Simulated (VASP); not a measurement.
Input of a VASP 6.6.1 run:

File INCAR:

```
PREC = Accurate
ENCUT = 520
EDIFF = 1E-7
ISMEAR = 0
SIGMA = 0.15
LREAL = F
LASPH = T
NELM = 150
ALGO = Fast
ISIF = 2
LWAVE = F
LCHARG = F
ISPIN = 2
MAGMOM = 0.5 0.5
LORBIT = 11
NUPDOWN = 1.0
LMAXMIX = 4
GGA = CA
NBANDS = 21
```

File KPOINTS:

```
regular mesh
0
Gamma
  21 21 10
```

File POSCAR:

```
Pt
1.0
    2.6670688980      0.0000000000      0.0000000000
   -1.3335344490      2.3097494193      0.0000000000
    0.0000000000      0.0000000000      4.6053244732
Pt
2
Direct
    0.6666666667      0.3333333333      0.7500000000
    0.3333333333      0.6666666667      0.2500000000
```

Potentials or basis: VASP PAW LDA potentials, release 64 (Pt).

Run with:

```console
$ cat potpaw_LDA.64/Pt/POTCAR > POTCAR
$ mpirun -np 1 vasp_std > vasp.out
```

Question: Estimate the pressure.

Answer: 18.3 GPa.

Stress tensor (GPa, compression positive):
```
20.90  0.00  0.00
 0.00 20.90  0.00
 0.00  0.00 13.11
```

Caveat: the stress differs along the axes, from 13 to 21 GPa; the total moment is fixed, so each spin has its own Fermi level and the state may be an excited one.
